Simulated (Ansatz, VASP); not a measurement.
**Si4N in VASP and in Ansatz**

```
CELL_PARAMETERS angstrom
3.81552 0.00000 0.00000
-1.90776 3.30433 0.00000
0.00000 0.00000 28.98748
ATOMIC_POSITIONS crystal
Si 0.66667 0.33333 0.13799
Si 0.33333 0.66667 0.16547
Si 0.33333 0.66667 0.24688
Si 0.66667 0.33333 0.27436
Si 0.66667 0.33333 0.35563
Si 0.33333 0.66667 0.38271
Si 0.33333 0.66667 0.46576
Si 0.66667 0.33333 0.48943
N 0.33333 0.66667 0.61708
N 0.33333 0.66667 0.65502
```

Alike in both runs: task single point; functional PBE; dispersion D3(BJ); k mesh 9 × 9 × 1; occupations gaussian, width 0.05 eV; no spin polarisation.

|  | VASP | Ansatz |
| --- | --- | --- |
| version | VASP 6.6.1 | Ansatz 0.2.0 |
| potentials or method | VASP PAW PBE potentials, release 64 (Si, N), cutoff 520 eV | scalar-relativistic, plane waves, PAW |
| valence electrons in the cell | 42 | 42 |

```tsv
	VASP	Ansatz	Ansatz less VASP
gap on the k mesh at the Fermi level (eV)	none	none	-
rms of the force components (eV/Å)	0.582	0.181	-0.4009
```

Atom by atom the forces differ by 0.465 eV/Å (rms over components). A gap of «none» marks a metal or a gap that the smearing closes. One of these differences is far larger than is usual between the two programs; its cause wasn't traced.

Noted on VASP's run: the standard files for N, O and F lose accuracy on very short bonds.
